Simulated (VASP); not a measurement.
# Mg4O in VASP: notebook

Mg4O is run at these levels: LDA; tasks: single point.

All numbers are computed with VASP 6.6.1; they aren't measurements. Logs are shortened: lines on timing, memory, paths and dates and some standing lists are left out, and cuts for length are marked.

## Step 1: The cell of the first run

The cell holds a slab with vacuum, 5 atoms: a = 3.147 Å, b = 5.039 Å, c = 20.585 Å, α = 90.00°, β = 90.00°, γ = 90.00°.

## Step 2: Single point, LDA

The input, INCAR:

```
SYSTEM = Mg4O
ALGO = Normal
DIPOL = 0.5 0.5 0.314
EDIFF = 1E-7
ENCUT = 520
GGA = CA
IDIPOL = 3
ISIF = 2
ISMEAR = 0
LASPH = .True.
LCHARG = .False.
LDIPOL = .True.
LREAL = .False.
LWAVE = .False.
NBANDS = 15
NELM = 80
PREC = Accurate
SIGMA = 0.1
```

The input, KPOINTS:

```
k-points
0
Gamma
  8 5 1
  0 0 0
```

The input, POSCAR:

```
Mg4O
1.0
    3.1466128697      0.0000000000      0.0000000000
    0.0000000000      5.0388886589      0.0000000000
    0.0000000000      0.0000000000     20.5846139733
Mg O
4 1
Direct
    0.0000000000      0.7500000000      0.1943198937
    0.5000000000      0.2500000000      0.2384474589
    0.5000000000      0.7500000000      0.3306067122
    0.0000000000      0.2500000000      0.3684603453
    0.2500000000      0.5000000000      0.4398729063
```

Potentials or basis: VASP PAW LDA potentials, release 64 (Mg, O).

On the command line:

```
cat potpaw_LDA.64/Mg/POTCAR potpaw_LDA.64/O/POTCAR > POTCAR
mpirun -np 1 vasp_std > vasp.out
```

OUTCAR:

```text
SYSTEM = Mg4O
   EDIFF = 1E-7
   ENCUT = 520
   GGA = CA
   ISIF = 2
   ISMEAR = 0
   LASPH = .True.
   LREAL = .False.
   NELM = 80
   PREC = Accurate

 ion  position               nearest neighbor table
   1  0.000  0.750  0.194-   2 3.11   2 3.11   2 3.11   2 3.11   3 3.22   3 3.22
   2  0.500  0.250  0.238-   4 3.10   4 3.10   1 3.11   1 3.11   1 3.11   1 3.11   3 3.15   3 3.15

   3  0.500  0.750  0.331-   5 2.70   4 3.07   4 3.07   4 3.07   4 3.07   2 3.15   2 3.15   1 3.22
                             1 3.22
   4  0.000  0.250  0.368-   5 2.09   3 3.07   3 3.07   3 3.07   3 3.07   2 3.10   2 3.10
   5  0.250  0.500  0.440-   4 2.09   3 2.70

  LATTYP: Found a simple orthorhombic cell.
 ALAT       =     3.1466128697
 B/A-ratio  =     1.6013691126
 C/A-ratio  =     6.5418323848

  Lattice vectors:

 A1 = (   3.1466128697,   0.0000000000,   0.0000000000)
 A2 = (   0.0000000000,   5.0388886589,   0.0000000000)
 A3 = (   0.0000000000,   0.0000000000,  20.5846139733)

Analysis of symmetry for initial positions (statically):
=====================================================================
 Subroutine PRICEL returns:
 Original cell was already a primitive cell.

 Routine SETGRP: Setting up the symmetry group for a
 simple orthorhombic supercell.

 Subroutine GETGRP returns: Found  1 space group operations
 (whereof  1 operations were pure point group operations)
 out of a pool of  8 trial point group operations.

The static configuration has the point symmetry C_1 .

Analysis of symmetry for dynamics (positions and initial velocities):
=====================================================================
 Subroutine PRICEL returns:
 Original cell was already a primitive cell.

 Routine SETGRP: Setting up the symmetry group for a
 simple orthorhombic supercell.

 Subroutine GETGRP returns: Found  1 space group operations
 (whereof  1 operations were pure point group operations)
 out of a pool of  8 trial point group operations.

The dynamic configuration has the point symmetry C_1 .

 Subroutine INISYM returns: Found  1 space group operations
 (whereof  1 operations are pure point group operations),
 and found     1 'primitive' translations

----------------------------------------------------------------------------------------

                                     Primitive cell

  volume of cell :     326.3779

  direct lattice vectors                    reciprocal lattice vectors
     3.146612870  0.000000000  0.000000000     0.317802043  0.000000000  0.000000000
     0.000000000  5.038888659  0.000000000     0.000000000  0.198456459  0.000000000
[... 111 lines left out ...]
   LORBIT       =      0    0 simple, 1 ext, 2 COOP (PROOUT), +10 PAW based schemes
   GGA     = CA    functional components
   LHFCALC =     F    Hartree Fock is set to
   AEXX    =    0.0000 exact exchange contribution
   IVDW    =     0    specifies the selected vdW correction
   LEPSILON=     F    determine dielectric tensor
   LRPA    =     F    only Hartree local field effects (RPA)
 non-spin polarized calculation
 Gauss-broadening in eV      SIGMA  =   0.10
  energy-cutoff  :      520.00
  volume of cell :      326.38
 maximum number of plane-waves:      8852
 NGX is ok and might be reduce to    24
   NGX = 11   NGY = 19   NGZ = 77

 number of electron      14.0000000 magnetization

 dipolmoment           0.000000      0.000000      0.388132 electrons x Angstroem

 Free energy of the ion-electron system (eV)
  ---------------------------------------------------
  ext. energy  EPLUGINS =         0.00000000
  ---------------------------------------------------
  free energy    TOTEN  =       -11.73698055 eV

  energy without entropy =      -11.71931292  energy(sigma->0) =      -11.72814674

 E-fermi :  -3.4623     XC(G=0):  -3.4784

 val. band max:       -3.4887126251   @ k =   0.3750   0.2000   0.0000
 cond. band min:      -3.4548957308   @ k =   0.0000   0.2000   0.0000
 fundamental gap:      0.0338168943
 Fermi energy:        -3.4622991664

 k-point     1 :       0.0000    0.0000    0.0000
  band No.  band energies     occupation
      1     -18.5677      2.00000
      2      -9.6434      2.00000
      3      -7.1835      2.00000
      4      -4.8349      2.00000
      5      -4.6801      2.00000
      6      -4.1954      2.00000
      7      -3.4174      0.52552
      8      -3.2873      0.01335
      9      -3.2314      0.00109
     10      -1.6543      0.00000
     11      -0.7732      0.00000
     12      -0.4028      0.00000
     13       0.6363      0.00000
     14       1.8808      0.00000
[... 347 lines left out ...]
      2      -5.4622      2.00000
      3      -5.2629      2.00000
      4      -4.8051      2.00000
      5      -4.6601      2.00000
      6      -4.2563      2.00000
      7      -3.8505      2.00000
      8      -3.6427      1.98928
      9      -2.2936      0.00000
     10      -2.0213      0.00000
     11      -1.2507      0.00000
     12      -0.9186      0.00000
     13       0.6383      0.00000
     14       0.9789      0.00000
     15       2.0615      0.00000

------------------------ aborting loop because EDIFF is reached ----------------------------------------

 vacuum level on the upper side and lower side of the slab       (xc-potential included)         2.148        -2.171

  FORCE on cell =-STRESS in cart. coord.  units (eV):
  Direction    XX          YY          ZZ          XY          YZ          ZX
  --------------------------------------------------------------------------------------
  -------------------------------------------------------------------------------------
  Total       -1.1547312     -3.0740348     -7.0610185     -0.4993378     -0.2965232      0.2928120
  in kB       -5.6685332    -15.0903240    -34.6622802     -2.4512308     -1.4556213      1.4374036
  external PRESSURE =     -18.4737125 kB  Pullay stress =       0.0000000 kB

 VOLUME and BASIS-vectors are now :
 -----------------------------------------------------------------------------
  energy-cutoff  :      520.00
  volume of cell :      326.38
      direct lattice vectors                 reciprocal lattice vectors
     3.146612870  0.000000000  0.000000000     0.317802043  0.000000000  0.000000000
     0.000000000  5.038888659  0.000000000     0.000000000  0.198456459  0.000000000
     0.000000000  0.000000000 20.584613973     0.000000000  0.000000000  0.048579973

 POSITION                                       TOTAL-FORCE (eV/Angst)
 -----------------------------------------------------------------------------------
      0.00000      3.77917      4.00000        -0.002652      0.014002      0.234277
      1.57331      1.25972      4.90835         0.018966     -0.036980     -0.100189
      1.57331      3.77917      6.80541        -0.239621     -0.657895      1.258781
      0.00000      1.25972      7.58461         0.123145      1.264532      2.368249
      0.78665      2.51944      9.05461         0.100161     -0.583658     -3.761118
 -----------------------------------------------------------------------------------
    total drift:                               -0.000022      0.000087      0.000176

  FREE ENERGIE OF THE ION-ELECTRON SYSTEM (eV)
  ---------------------------------------------------
  free  energy   TOTEN  =       -11.7369805526 eV

  energy  without entropy=      -11.7193129175  energy(sigma->0) =      -11.72814674

 vacuum level on the upper side and lower side of the slab         4.632         0.202
```

OSZICAR:

```text
N       E                     dE             d eps       ncg     rms          rms(c)
DAV:   1     0.687898059258E+02    0.68790E+02   -0.39011E+03   630   0.619E+02
DAV:   2     0.447039121496E+01   -0.64319E+02   -0.55108E+02   861   0.108E+02
DAV:   3    -0.162624481107E+02   -0.20733E+02   -0.20142E+02   886   0.626E+01
[... 20 lines left out ...]
DAV:  24    -0.117369771961E+02   -0.76494E-05   -0.37911E-06   805   0.647E-03    0.390E-03
DAV:  25    -0.117369800267E+02   -0.28305E-05   -0.62020E-07   798   0.290E-03    0.209E-03
DAV:  26    -0.117369804133E+02   -0.38668E-06   -0.38340E-07   727   0.178E-03    0.427E-04
DAV:  27    -0.117369805234E+02   -0.11005E-06   -0.38694E-08   659   0.105E-03    0.194E-04
DAV:  28    -0.117369805526E+02   -0.29173E-07   -0.76002E-09   616   0.510E-04
   1 F= -.11736981E+02 E0= -.11728147E+02  d E =-.176676E-01
```

stdout:

```text
POSCAR found type information on POSCAR MgO
 POSCAR found :  2 types and       5 ions
 scaLAPACK will be used
 LDA part: xc-table for (Slater(with rela. corr.)+CA(PZ))
 , standard interpolation
 POSCAR, INCAR and KPOINTS ok, starting setup
 FFT: planning ... GRIDC
 FFT: planning ... GRID_SOFT
 FFT: planning ... GRID
 WAVECAR not read
 entering main loop
```

Wall time 90 s (1 thread of Intel Xeon 6975P-C (Granite Rapids), shared host); peak memory 0.35 GiB.

What came out:

* Free energy: -11.7370 eV
* Largest force: 3.807 eV/Å
* Band gap on the k mesh: zero (band 7 reaches -3.23 eV, above the bottom of band 8 at -3.64 eV)

Forces on the atoms (eV/Å):
```
Mg  -0.003  0.014  0.234
Mg   0.019 -0.037 -0.100
Mg  -0.240 -0.658  1.259
Mg   0.123  1.265  2.368
O    0.100 -0.584 -3.761
```

## Step 3: Single point, LDA

The input, INCAR:

```
PREC = Accurate
ENCUT = 520
EDIFF = 1E-6
ISMEAR = 0
SIGMA = 0.1
LREAL = F
LASPH = T
NELM = 60
ALGO = Normal
ISIF = 2
LWAVE = F
LCHARG = F
LDIPOL = T
IDIPOL = 3
DIPOL = 0.5 0.5 0.322
GGA = CA
NBANDS = 15
```

The input, KPOINTS:

```
regular mesh
0
Gamma
  8 5 1
```

POSCAR: that of step 2 with these lines changed.

```diff
@@ -12,2 +12,2 @@
     0.0000000000      0.2500000000      0.3684603453
-    0.2500000000      0.5000000000      0.4398729063
+    0.2500000000      0.5000000000      0.4767936861
```

Potentials or basis: VASP PAW LDA potentials, release 64 (Mg, O).

On the command line:

```
cat potpaw_LDA.64/Mg/POTCAR potpaw_LDA.64/O/POTCAR > POTCAR
mpirun -np 1 vasp_std > vasp.out
```

Wall time 90 s (1 thread of Intel Xeon 6975P-C (Granite Rapids), shared host); peak memory 0.34 GiB.

It converged, with:

- Free energy: -9.1652 eV
- Largest force: 2.755 eV/Å
- Band gap on the k mesh: zero (band 7 reaches -3.56 eV, above the bottom of band 8 at -3.75 eV)

Forces on the atoms (eV/Å):
```
Mg   0.004 -0.035  0.254
Mg   0.023  0.034 -0.010
Mg  -0.073 -0.177  0.460
Mg   0.214  0.731  1.990
O   -0.169 -0.554 -2.693
```

Levels at points of the mesh, in eV from the Fermi level:
```
           k point  band 3  band 4  band 5  band 6  band 7  band 8  band 9  band 10  band 11  band 12
(0.00, 0.00, 0.00)   -3.85   -1.19   -0.80   -0.45    0.02    0.09    0.27     1.47     2.31     2.73
(0.50, 0.00, 0.00)   -2.48   -1.16   -0.77   -0.09   -0.04    0.30    2.52     2.80     2.97     3.07
```
